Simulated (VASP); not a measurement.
A run of VASP 6.6.1 is set up as follows.

File INCAR:

```
SYSTEM = Br
ALGO = Normal
EDIFF = 1E-6
ENCUT = 520
GGA = PS
ISIF = 2
ISMEAR = 0
LASPH = .True.
LCHARG = .True.
LELF = .True.
LREAL = .False.
LVHAR = .True.
LWAVE = .False.
NBANDS = 18
NELM = 100
PREC = Accurate
SIGMA = 0.1
```

Contents of KPOINTS:

```
k-points
0
Gamma
  6 6 4
  0 0 0
```

POSCAR

```
Br
1.0
    4.0415174344      0.0000000000      0.0000000000
   -2.0207587172      3.5000567680      0.0000000000
    0.0000000000      0.0000000000      5.1178957060
Br
3
Direct
    0.2486416236      0.0000000000      0.3333333333
    0.0000000000      0.2486416236      0.6666666667
    0.7513583764      0.7513583764      0.0000000000
```

Potentials or basis: VASP PAW PBE potentials, release 64 (Br).

Run with:

```console
$ cat potpaw_PBE.64/Br/POTCAR > POTCAR
$ mpirun -np 1 vasp_std > vasp.out
```

Task: What does it give for the largest force?

Result: 2.614 eV/Å.

Task: What does it give for the pressure?

Result: 17.4 GPa.

Stress tensor (GPa, compression positive):
```
12.70  0.00  0.00
 0.00 12.70  0.00
 0.00  0.00 26.93
```

Caveat: the PAW data sets were made with another functional, which shifts forces and pressure a little; an odd number of electrons without spin polarisation forces a metal; a magnetic or distorted state may lie lower.
